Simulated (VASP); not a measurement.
Input of a VASP 6.6.1 run:

File INCAR:

```
  PREC = Accurate
  ENCUT = 520
  EDIFF = 1E-6
  ISMEAR = -1
  SIGMA = 0.03
  LREAL = F
  LASPH = T
  NELM = 100
  ALGO = Normal
  ISIF = 2
  LWAVE = F
  LCHARG = F
  GGA = PE
  NBANDS = 15
```

Contents of KPOINTS:

```
regular mesh
0
Gamma
  9 9 9
```

The input POSCAR:

```
CaO
1.0
    0.0000000000      2.4490000000      2.4490000000
    2.4490000000      0.0000000000      2.4490000000
    2.4490000000      2.4490000000      0.0000000000
Ca O
1 1
Direct
    0.0000000000      0.0000000000      0.0577464271
    0.5000000000      0.5000000000      0.5000000000
```

Potentials or basis: VASP PAW PBE potentials, release 64 (Ca_sv, O).

The run is started by

```bash
$ cat potpaw_PBE.64/Ca_sv/POTCAR potpaw_PBE.64/O/POTCAR > POTCAR
$ mpirun -np 1 vasp_std > vasp.out
```

(1) Estimate the pressure.

(2) Estimate the band gap on the k mesh.

(3) Estimate the largest force.

Results:

(1) -2.1 GPa.

(2) 3.96 eV (least direct gap 4.25 eV).

(3) 0.500 eV/Å.

Caveat: the cell differs from its parent crystal (atom 1 (Ca) moved by [0.141421, 0.141421, 0.0] A).
